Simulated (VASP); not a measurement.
# C (Cmm2) in VASP: notebook

Runs on C. Level: r2SCAN. Tasks: single point.

All numbers are computed with VASP 6.6.1; they aren't measurements. Logs are shortened: lines on timing, memory, paths and dates and some standing lists are left out, and cuts for length are marked.

**1. The cell of the first run**

It takes space group Cmm2 (No. 35, orthorhombic). Conventional cell: a = 5.035 Å, b = 5.035 Å, c = 3.560 Å, α = 90.00°, β = 90.00°, γ = 90.00°. Within 2.0 Å of C (site symmetry mm2) lie 4 C at 1.51 to 1.57 Å. Within 2.1 Å of C (site symmetry mm2) lie 4 C at 1.54 Å. C (site symmetry 2) has 4 C at 1.54 Å within 2.1 Å. C (site symmetry m) has 4 C at 1.54 to 1.57 Å within 2.1 Å. Within 2.0 Å of C (site symmetry m) lie 4 C at 1.51 to 1.54 Å.

**2. Single point, r2SCAN (atom 1 (C) moved -0.050 Å along Cartesian [0 0 1])**

The input, POSCAR:

```
C
1.0
    3.5602834153      0.0000000000      0.0000000000
    0.0000000000     -3.5602834153      0.0000000000
    0.0000000000      0.0000000000     -3.5602834153
C
8
Direct
    0.5000000000      0.0000000000      0.0140438258
    0.0000000000      0.5000000000      0.0000000000
    0.0000000000      0.0000000000      0.5000000000
    0.5000000000      0.5000000000      0.5000000000
    0.7500000000      0.7500000000      0.7500000000
    0.2500000000      0.2500000000      0.7500000000
    0.2500000000      0.7500000000      0.2500000000
    0.7500000000      0.2500000000      0.2500000000
```

The input, INCAR.step1:

```
SYSTEM = C
ALGO = Normal ; EDIFF = 1E-5
ENCUT = 910 ; GGA = PE
GGA_COMPAT = .False. ; ISMEAR = 0
LASPH = .True. ; LCHARG = .False.
LREAL = .False. ; LWAVE = .True.
NBANDS = 26 ; NELM = 120
PREC = Accurate ; SIGMA = 0.05
```

The input, INCAR.step2:

```
SYSTEM = C
ALGO = Normal ; EDIFF = 1E-6
ENCUT = 910 ; GGA_COMPAT = .False.
ISIF = 2 ; ISMEAR = 0
ISTART = 1 ; LASPH = .True.
LCHARG = .False. ; LMIXTAU = .True.
LREAL = .False. ; LWAVE = .False.
METAGGA = R2SCAN ; NBANDS = 26
NELM = 120 ; PREC = Accurate
SIGMA = 0.05
```

The input, KPOINTS:

```
k-points
0
Gamma
  6 6 6
  0 0 0
```

Potentials or basis: VASP PAW PBE potentials, release 64 (C_h).

Command:

```
$ cat potpaw_PBE.64/C_h/POTCAR > POTCAR
$ cp INCAR.step1 INCAR
$ mpirun -np 1 vasp_std > vasp.out
$ cp INCAR.step2 INCAR
$ mpirun -np 1 vasp_std > vasp.out
```

OUTCAR:

```text
SYSTEM = C
   EDIFF = 1E-6
   ENCUT = 910
   ISIF = 2
   ISMEAR = 0
   ISTART = 1
   LASPH = .True.
   LREAL = .False.
   METAGGA = R2SCAN
   NELM = 120
   PREC = Accurate

 ion  position               nearest neighbor table
   1  0.500  0.000  0.014-   7 1.51   8 1.51
   2  0.000  0.500  0.000-
   3  0.000  0.000  0.500-
   4  0.500  0.500  0.500-
   5  0.750  0.750  0.750-
   6  0.250  0.250  0.750-
   7  0.250  0.750  0.250-   1 1.51
   8  0.750  0.250  0.250-   1 1.51

  LATTYP: Found a simple cubic cell.
 ALAT       =     3.5602834153

  Lattice vectors:

 A1 = (   3.5602834153,   0.0000000000,   0.0000000000)
 A2 = (   0.0000000000,  -3.5602834153,   0.0000000000)
 A3 = (   0.0000000000,   0.0000000000,  -3.5602834153)

Analysis of symmetry for initial positions (statically):
=====================================================================
 Subroutine PRICEL returns:
 Original cell was already a primitive cell.

 Routine SETGRP: Setting up the symmetry group for a
 simple cubic supercell.

 Subroutine GETGRP returns: Found  4 space group operations
 (whereof  2 operations were pure point group operations)
 out of a pool of 48 trial point group operations.

The static configuration has the point symmetry C_2 .
 The point group associated with its full space group is C_2v.

Analysis of symmetry for dynamics (positions and initial velocities):
=====================================================================
 Subroutine PRICEL returns:
 Original cell was already a primitive cell.

 Routine SETGRP: Setting up the symmetry group for a
 simple cubic supercell.

 Subroutine GETGRP returns: Found  4 space group operations
 (whereof  2 operations were pure point group operations)
 out of a pool of 48 trial point group operations.

The dynamic configuration has the point symmetry C_2 .
 The point group associated with its full space group is C_2v.

 Subroutine INISYM returns: Found  4 space group operations
 (whereof  2 operations are pure point group operations),
 and found     1 'primitive' translations

[... 99 lines left out ...]
   ICHARG =      0    charge: 1-file 2-atom 10-const
   ISPIN  =      1    spin polarized calculation?
   LNONCOLLINEAR =      F non collinear calculations
   LSORBIT =      F    spin-orbit coupling
   LASPH  =      T    aspherical Exc in radial PAW
   ENCUT  =  910.0 eV  66.88 Ry    8.18 a.u.   8.76  8.76  8.76*2*pi/ulx,y,z
   NELM   =    120;   NELMIN=  2; NELMDL=  0     # of ELM steps
   EDIFF  = 0.1E-05   stopping-criterion for ELM
   LREAL  =      F    real-space projection
[... 7 lines left out ...]
   TEBEG  =    0.0;   TEEND  =   0.0 temperature during run
   PSTRESS=    0.0 pullay stress
   NELECT =      32.0000    total number of electrons
   NUPDOWN=      -1.0000    fix difference up-down
   EMIN   =  10.00;   EMAX   =-10.00  energy-range for DOS
   EFERMI =   0.00;   METHOD = LEGACY
   ISMEAR =     0;   SIGMA  =   0.05  broadening in eV -4-tet -1-fermi 0-gaus
   EFERMI_NEDOS =   21; number of points for ismear=-14 and -15
   IALGO  =     38    algorithm
   IMIX   =      4    mixing-type and parameters
     AMIX     =   0.40;   BMIX     =  1.00
     AMIX_MAG =   1.60;   BMIX_MAG =  1.00
  volume/ion in A,a.u.               =       5.64        38.07
  Fermi-wavevector in a.u.,A,eV,Ry     =   1.459846  2.758708 28.996044  2.131149
  Thomas-Fermi vector in A             =   2.576365
   LORBIT       =      0    0 simple, 1 ext, 2 COOP (PROOUT), +10 PAW based schemes
   METAGGA = R2SCAN    functional components
   LHFCALC =     F    Hartree Fock is set to
   AEXX    =    0.0000 exact exchange contribution
   IVDW    =     0    specifies the selected vdW correction
   LEPSILON=     F    determine dielectric tensor
   LRPA    =     F    only Hartree local field effects (RPA)
 non-spin polarized calculation
 Gauss-broadening in eV      SIGMA  =   0.05
  energy-cutoff  :      910.00
  volume of cell :       45.13
 maximum number of plane-waves:      2832
   NGX = 17   NGY = 17   NGZ = 17

 number of electron      31.9999999 magnetization

 Free energy of the ion-electron system (eV)
  ---------------------------------------------------
  ext. energy  EPLUGINS =         0.00000000
  ---------------------------------------------------
  free energy    TOTEN  =       -78.82035641 eV

  energy without entropy =      -78.82035641  energy(sigma->0) =      -78.82035641

 E-fermi :  11.5145     XC(G=0): -14.3000

 val. band max:       11.1993966648   @ k =   0.0000   0.0000   0.0000
 cond. band min:      15.3673578766   @ k =   0.3333   0.0000   0.0000
 fundamental gap:      4.1679612118
 Fermi energy:        11.5144840189

 k-point     1 :       0.0000    0.0000    0.0000
  band No.  band energies     occupation
      1     -11.7544      2.00000
      2      -2.8003      2.00000
      3      -2.7144      2.00000
      4      -2.6130      2.00000
      5      -2.6120      2.00000
      6      -2.5195      2.00000
[... 685 lines left out ...]
     25      23.8608      0.00000
     26      23.9805      0.00000

 [... further k-points ...]

------------------------ aborting loop because EDIFF is reached ----------------------------------------

  FORCE on cell =-STRESS in cart. coord.  units (eV):
  Direction    XX          YY          ZZ          XY          YZ          ZX
  --------------------------------------------------------------------------------------
  -------------------------------------------------------------------------------------
  Total       -0.1466570     -0.1466570     -0.2150371     -0.1069761      0.0000000      0.0000000
  in kB       -5.2066651     -5.2066651     -7.6343187     -3.7979012      0.0000000      0.0000000
  external PRESSURE =      -6.0158830 kB  Pullay stress =       0.0000000 kB

 VOLUME and BASIS-vectors are now :
 -----------------------------------------------------------------------------
  energy-cutoff  :      910.00
  volume of cell :       45.13
      direct lattice vectors                 reciprocal lattice vectors
     3.560283415  0.000000000  0.000000000     0.280876516  0.000000000  0.000000000
     0.000000000 -3.560283415  0.000000000     0.000000000 -0.280876516  0.000000000
     0.000000000  0.000000000 -3.560283415     0.000000000  0.000000000 -0.280876516

 POSITION                                       TOTAL-FORCE (eV/Angst)
 -----------------------------------------------------------------------------------
      1.78014      0.00000     -0.05000         0.000000      0.000000      2.297718
      0.00000     -1.78014      0.00000         0.000000      0.000000      0.316017
      0.00000      0.00000     -1.78014         0.000000      0.000000     -0.344080
      1.78014     -1.78014     -1.78014         0.000000      0.000000     -0.344080
      2.67021     -2.67021     -2.67021        -0.117537     -0.117537     -0.457691
      0.89007     -0.89007     -2.67021         0.117537      0.117537     -0.457691
      0.89007     -2.67021     -0.89007        -0.165386      0.165386     -0.505097
      2.67021     -0.89007     -0.89007         0.165386     -0.165386     -0.505097
 -----------------------------------------------------------------------------------
    total drift:                                0.000000      0.000000     -0.000014

  FREE ENERGIE OF THE ION-ELECTRON SYSTEM (eV)
  ---------------------------------------------------
  free  energy   TOTEN  =       -78.8203564087 eV

  energy  without entropy=      -78.8203564087  energy(sigma->0) =      -78.82035641
```

Run time: 4.2 min. Hardware: 1 thread of Intel Xeon Platinum 8259CL at 2.50GHz (Skylake/Cascade Lake), shared host; peak memory 0.26 GiB.

What came out:

```
Free energy            : -78.8204 eV
Pressure               : -0.6 GPa
Largest force          : 2.298 eV/Å
Band gap on the k mesh : 4.17 eV
```

Forces in eV/Å, atoms in the order of the input:
```
C    0.000  0.000  2.298
C    0.000  0.000  0.316
C    0.000  0.000 -0.344
C    0.000  0.000 -0.344
C   -0.118 -0.118 -0.458
C    0.118  0.118 -0.458
C   -0.165  0.165 -0.505
C    0.165 -0.165 -0.505
```

Caveat: the cell differs from its parent crystal (atom 1 (C) moved -0.050 Å along Cartesian [0 0 1]); the cutoff is under 1.25 times the usual one of these potentials, so pressure, stress and relaxed cells hold a basis-set (Pulay) error; the PAW data sets were made with another functional, which shifts forces and pressure a little.

**3. Single point, r2SCAN (atom 1 (C) moved +0.013 Å along Cartesian [0 0 1])**

POSCAR: that of step 2 with these lines changed.

```diff
@@ -8,3 +8,3 @@
 Direct
-    0.5000000000      0.0000000000      0.0140438258
+    0.5000000000      0.0000000000     -0.0035109564
     0.0000000000      0.5000000000      0.0000000000
```

The input, INCAR.step1:

```
SYSTEM = C
PREC = Accurate ; ENCUT = 910
ISMEAR = 0 ; SIGMA = 0.05
LREAL = .False. ; LASPH = .True.
NELM = 120 ; NBANDS = 26
GGA = PE ; ALGO = Normal
EDIFF = 1E-5 ; LWAVE = .True.
LCHARG = .False. ; GGA_COMPAT = .False.
```

The input, INCAR.step2:

```
SYSTEM = C
PREC = Accurate ; ENCUT = 910
EDIFF = 1E-6 ; ISMEAR = 0
SIGMA = 0.05 ; LREAL = .False.
LASPH = .True. ; NELM = 120
ALGO = Normal ; ISIF = 2
LWAVE = .False. ; LCHARG = .False.
METAGGA = R2SCAN ; LMIXTAU = .True.
NBANDS = 26 ; ISTART = 1
GGA_COMPAT = .False.
```

The input, KPOINTS:

```
Automatic mesh
0
Gamma
  6 6 6
  0 0 0
```

Potentials or basis: VASP PAW PBE potentials, release 64 (C_h).

Command:

```
$ cat potpaw_PBE.64/C_h/POTCAR > POTCAR
$ cp INCAR.step1 INCAR
$ mpirun -np 1 vasp_std > vasp.out
$ cp INCAR.step2 INCAR
$ mpirun -np 1 vasp_std > vasp.out
```

Wall time 3.2 min (1 thread of AMD EPYC 9R45 (Zen 5), shared host); peak memory 0.23 GiB.

The run converged. Its results:

```
Free energy            : -78.8743 eV
Pressure               : -0.9 GPa
Largest force          : 0.575 eV/Å
Band gap on the k mesh : 4.34 eV
```

Forces in eV/Å, atoms in the order of the input:
```
C    0.000  0.000 -0.575
C    0.000  0.000 -0.079
C    0.000  0.000  0.086
C    0.000  0.000  0.086
C    0.037  0.037  0.122
C   -0.037 -0.037  0.122
C    0.034 -0.034  0.119
C   -0.034  0.034  0.119
```

Stress tensor (GPa, compression positive):
```
-0.85  0.09  0.00
 0.09 -0.85  0.00
 0.00  0.00 -0.87
```

Levels at points of the mesh, in eV from the valence-band top:
```tsv
k point	band 12	band 13	band 14	band 15	band 16	band 17	band 18	band 19	band 20	band 21
(0.00, 0.00, 0.00)	-6.72	-6.70	-0.10	-0.05	0.00	4.93	4.96	4.99	4.99	5.01
(0.50, 0.00, 0.00)	-4.93	-4.43	-4.43	-4.43	-4.42	4.64	4.64	10.74	10.74	11.19
(0.00, 0.00, 0.50)	-4.92	-4.49	-4.45	-4.41	-4.37	4.62	4.65	10.74	10.76	11.21
(0.50, 0.50, 0.00)	-8.07	-3.32	-3.26	-3.25	-3.19	8.29	8.32	8.33	8.36	10.49
(0.00, 0.50, 0.50)	-8.07	-3.28	-3.26	-3.25	-3.22	8.29	8.30	8.34	8.35	10.52
(0.50, 0.50, 0.50)	-3.03	-3.03	-3.03	-3.00	-2.95	8.78	8.80	8.88	8.88	8.89
```

Caveat: the cell differs from its parent crystal (atom 1 (C) moved +0.013 Å along Cartesian [0 0 1]); the cutoff is under 1.25 times the usual one of these potentials, so pressure, stress and relaxed cells hold a basis-set (Pulay) error; the PAW data sets were made with another functional, which shifts forces and pressure a little.

**4. Single point, r2SCAN (atom 1 (C) moved -0.100 Å along Cartesian [0 0 1])**

POSCAR: that of step 3 with these lines changed.

```diff
@@ -8,3 +8,3 @@
 Direct
-    0.5000000000      0.0000000000     -0.0035109564
+    0.5000000000      0.0000000000      0.0280876516
     0.0000000000      0.5000000000      0.0000000000
```

The input, INCAR.step1:

```
SYSTEM = C
ALGO = Normal
EDIFF = 1E-5
ENCUT = 910
GGA = PE
GGA_COMPAT = .FALSE.
ISMEAR = 0
LASPH = .TRUE.
LCHARG = .FALSE.
LREAL = .FALSE.
LWAVE = .TRUE.
NBANDS = 26
NELM = 120
PREC = Accurate
SIGMA = 0.05
```

The input, INCAR.step2:

```
SYSTEM = C
ALGO = Normal
EDIFF = 1E-6
ENCUT = 910
GGA_COMPAT = .FALSE.
ISIF = 2
ISMEAR = 0
ISTART = 1
LASPH = .TRUE.
LCHARG = .TRUE.
LELF = .TRUE.
LMIXTAU = .TRUE.
LREAL = .FALSE.
LVHAR = .TRUE.
LWAVE = .FALSE.
METAGGA = R2SCAN
NBANDS = 26
NELM = 120
PREC = Accurate
SIGMA = 0.05
```

The input, KPOINTS:

```
k-points
0
G
  6 6 6
  0 0 0
```

Command:

```
$ cat potpaw_PBE.64/C_h/POTCAR > POTCAR
$ cp INCAR.step1 INCAR
$ mpirun -np 1 vasp_std > vasp.out
$ cp INCAR.step2 INCAR
$ mpirun -np 1 vasp_std > vasp.out
```

Wall time 3.8 min (1 thread of Intel Xeon Platinum 8375C at 2.90GHz (Ice Lake), shared host); peak memory 0.26 GiB.

The run converged. Its results:

```
Free energy            : -78.6486 eV
Pressure               : 0.2 GPa
Largest force          : 4.566 eV/Å
Band gap on the k mesh : 3.92 eV
```

Forces in eV/Å, atoms in the order of the input:
```
C    0.000  0.000  4.566
C    0.000  0.000  0.630
C    0.000  0.000 -0.688
C    0.000  0.000 -0.688
C   -0.190 -0.190 -0.861
C    0.190  0.190 -0.861
C   -0.381  0.381 -1.048
C    0.381 -0.381 -1.048
```

Stress tensor (GPa, compression positive):
```
 0.53 -0.82  0.00
-0.82  0.53  0.00
 0.00  0.00 -0.44
```

Levels at points of the mesh, in eV from the valence-band top:
```tsv
k point	band 14	band 15	band 16	band 17	band 18	band 19
(0.00, 0.00, 0.00)	-0.81	-0.39	0.00	4.08	4.27	4.62
(0.50, 0.00, 0.00)	-4.79	-4.71	-4.49	4.21	4.24	10.01
(0.00, 0.00, 0.50)	-4.96	-4.65	-4.31	4.13	4.36	10.27
(0.50, 0.50, 0.00)	-3.68	-3.57	-3.12	7.64	7.91	7.93
(0.00, 0.50, 0.50)	-3.63	-3.55	-3.34	7.52	7.70	8.04
(0.50, 0.50, 0.50)	-3.35	-3.14	-2.72	7.57	7.74	8.49
```

Caveat: the cell differs from its parent crystal (atom 1 (C) moved -0.100 Å along Cartesian [0 0 1]); the cutoff is under 1.25 times the usual one of these potentials, so pressure, stress and relaxed cells hold a basis-set (Pulay) error; the PAW data sets were made with another functional, which shifts forces and pressure a little.

**5. Single point, r2SCAN (atom 1 (C) moved +0.025 Å along Cartesian [0 0 1])**

POSCAR: that of step 4 with these lines changed.

```diff
@@ -8,3 +8,3 @@
 Direct
-    0.5000000000      0.0000000000      0.0280876516
+    0.5000000000      0.0000000000     -0.0070219129
     0.0000000000      0.5000000000      0.0000000000
```

The input, INCAR.step1:

```
SYSTEM = C
PREC = Accurate ; ENCUT = 910
ISMEAR = 0 ; SIGMA = 0.05
LREAL = .FALSE. ; LASPH = .TRUE.
NELM = 120 ; NBANDS = 26
GGA = PE ; ALGO = Normal
EDIFF = 1E-5 ; LWAVE = .TRUE.
LCHARG = .FALSE. ; GGA_COMPAT = .FALSE.
```

The input, INCAR.step2:

```
SYSTEM = C
PREC = Accurate ; ENCUT = 910
EDIFF = 1E-6 ; ISMEAR = 0
SIGMA = 0.05 ; LREAL = .FALSE.
LASPH = .TRUE. ; NELM = 120
ALGO = Normal ; ISIF = 2
LWAVE = .FALSE. ; LCHARG = .FALSE.
METAGGA = R2SCAN ; LMIXTAU = .TRUE.
NBANDS = 26 ; ISTART = 1
GGA_COMPAT = .FALSE.
```

The input, KPOINTS:

```
regular mesh
0
G
  6 6 6
  0 0 0
```

Potentials or basis: VASP PAW PBE potentials, release 64 (C_h).

Command:

```
$ cat potpaw_PBE.64/C_h/POTCAR > POTCAR
$ cp INCAR.step1 INCAR
$ mpirun -np 1 vasp_std > vasp.out
$ cp INCAR.step2 INCAR
$ mpirun -np 1 vasp_std > vasp.out
```

OUTCAR:

```text
SYSTEM = C
   PREC = Accurate
   ENCUT = 910
   EDIFF = 1E-6
   ISMEAR = 0
   LREAL = .FALSE.
   LASPH = .TRUE.
   NELM = 120
   ISIF = 2
   METAGGA = R2SCAN
   ISTART = 1

 ion  position               nearest neighbor table
   1  0.500  0.000  0.993-
   2  0.000  0.500  0.000-
   3  0.000  0.000  0.500-
   4  0.500  0.500  0.500-
   5  0.750  0.750  0.750-
[... 911 lines left out ...]
  -------------------------------------------------------------------------------------
  Total       -0.2218960     -0.2218960     -0.2388470      0.0523784      0.0000000      0.0000000
  in kB       -7.8778261     -7.8778261     -8.4796235      1.8595563      0.0000000      0.0000000
  external PRESSURE =      -8.0784252 kB  Pullay stress =       0.0000000 kB

 VOLUME and BASIS-vectors are now :
 -----------------------------------------------------------------------------
  energy-cutoff  :      910.00
  volume of cell :       45.13
      direct lattice vectors                 reciprocal lattice vectors
     3.560283415  0.000000000  0.000000000     0.280876516  0.000000000  0.000000000
     0.000000000 -3.560283415  0.000000000     0.000000000 -0.280876516  0.000000000
     0.000000000  0.000000000 -3.560283415     0.000000000  0.000000000 -0.280876516

 POSITION                                       TOTAL-FORCE (eV/Angst)
 -----------------------------------------------------------------------------------
      1.78014      0.00000     -3.53528         0.000000     -0.000000     -1.150663
      0.00000     -1.78014      0.00000         0.000000     -0.000000     -0.158149
      0.00000      0.00000     -1.78014         0.000000     -0.000000      0.172032
      1.78014     -1.78014     -1.78014         0.000000     -0.000000      0.172032
      2.67021     -2.67021     -2.67021         0.076541      0.076541      0.247123
      0.89007     -0.89007     -2.67021        -0.076541     -0.076541      0.247123
      0.89007     -2.67021     -0.89007         0.064572     -0.064572      0.235250
      2.67021     -0.89007     -0.89007        -0.064572      0.064572      0.235250
 -----------------------------------------------------------------------------------
    total drift:                               -0.000000      0.000000      0.000042

  FREE ENERGIE OF THE ION-ELECTRON SYSTEM (eV)
  ---------------------------------------------------
  free  energy   TOTEN  =       -78.8634743039 eV

  energy  without entropy=      -78.8634743039  energy(sigma->0) =      -78.86347430
```

OUTCAR.step1:

```text
SYSTEM = C
   PREC = Accurate
   ENCUT = 910
   ISMEAR = 0
   LREAL = .FALSE.
   LASPH = .TRUE.
[... 942 lines left out ...]
      0.89007     -0.89007     -2.67021        -0.080287     -0.080287      0.239799
      0.89007     -2.67021     -0.89007         0.068159     -0.068159      0.228203
      2.67021     -0.89007     -0.89007        -0.068159      0.068159      0.228203
 -----------------------------------------------------------------------------------
    total drift:                                0.000000      0.000000      0.000036

  FREE ENERGIE OF THE ION-ELECTRON SYSTEM (eV)
  ---------------------------------------------------
  free  energy   TOTEN  =       -72.8349754572 eV

  energy  without entropy=      -72.8349754572  energy(sigma->0) =      -72.83497546
```

Run time: 4.8 min. Hardware: 1 thread of Intel Xeon Platinum 8259CL at 2.50GHz (Skylake/Cascade Lake), shared host; peak memory 0.26 GiB.

What came out:

```
Free energy            : -78.8635 eV
Pressure               : -0.8 GPa
Largest force          : 1.151 eV/Å
Band gap on the k mesh : 4.28 eV
```

Forces on the atoms (eV/Å):
```
C    0.000  0.000 -1.151
C    0.000  0.000 -0.158
C    0.000  0.000  0.172
C    0.000  0.000  0.172
C    0.077  0.077  0.247
C   -0.077 -0.077  0.247
C    0.065 -0.065  0.235
C   -0.065  0.065  0.235
```

Caveat: the cell differs from its parent crystal (atom 1 (C) moved +0.025 Å along Cartesian [0 0 1]); the cutoff is under 1.25 times the usual one of these potentials, so pressure, stress and relaxed cells hold a basis-set (Pulay) error; the PAW data sets were made with another functional, which shifts forces and pressure a little.

[end of part 1 of 2]
